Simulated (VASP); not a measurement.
WS2: single point with LDA

The system is WS2.

```
W S
1.0
     3.18123    0.00000    0.00000
    -1.59061    2.75503    0.00000
     0.00000    0.00000   12.36439
W S
2 4
Direct
  0.33333 0.66667 0.25000
  0.66667 0.33333 0.75000
  0.33333 0.66667 0.60771
  0.66667 0.33333 0.10771
  0.33333 0.66667 0.89229
  0.66667 0.33333 0.39229
```

This cell differs from its parent crystal: atoms shifted along a free coordinate.

```json
{
  "Program": "VASP 6.6.1",
  "Task": "single point",
  "Functional": "LDA",
  "Potentials or basis": "VASP PAW LDA potentials, release 64 (W_sv, S)",
  "Cutoff": "520 eV",
  "k mesh": "12 × 12 × 4",
  "Occupations": "gaussian, width 0.05 eV",
  "Spin": "no spin polarisation"
}
```

- Pressure: -20.9 GPa
- Largest force: 3.319 eV/Å
- Band gap on the k mesh: 0.68 eV (least direct gap 1.43 eV)

Forces on the atoms (eV/Å):
```
W    0.000  0.000  0.000
W    0.000  0.000  0.000
S    0.000  0.000  3.319
S    0.000  0.000  3.319
S    0.000  0.000 -3.319
S    0.000  0.000 -3.319
```

Stress tensor (GPa, compression positive):
```
-14.82   0.00   0.00
  0.00 -14.82   0.00
  0.00   0.00 -32.97
```

Levels at points of the mesh, in eV from the valence-band top:
| k point | band 23 | band 24 | band 25 | band 26 | band 27 | band 28 | band 29 | band 30 |
| --- | --- | --- | --- | --- | --- | --- | --- | --- |
| (0.00, 0.00, 0.00) | -0.98 | -0.98 | -0.86 | -0.02 | 2.08 | 2.08 | 2.42 | 2.42 |
| (0.50, 0.00, 0.00) | -1.34 | -1.22 | -1.13 | -0.72 | 2.33 | 2.71 | 2.75 | 2.76 |
| (0.00, 0.00, 0.50) | -1.05 | -1.05 | -0.23 | -0.23 | 2.22 | 2.22 | 2.22 | 2.22 |
| (0.50, 0.00, 0.50) | -1.20 | -1.20 | -0.97 | -0.97 | 2.71 | 2.71 | 2.72 | 2.72 |

It took 92 s on 1 thread of Intel(R) Xeon(R) 6975P-C (Granite Rapids), on a shared host, peak memory 0.29 GiB.

Caveat: the cell differs from its parent crystal (atoms shifted along a free coordinate); the stress differs along the axes, from -33 to -15 GPa; spin-orbit coupling is left out, which moves the levels of the heavy elements; forces of over 1 eV/Å act on the atoms, so gaps and moduli don't describe the material at rest. A k mesh can miss the band edges.
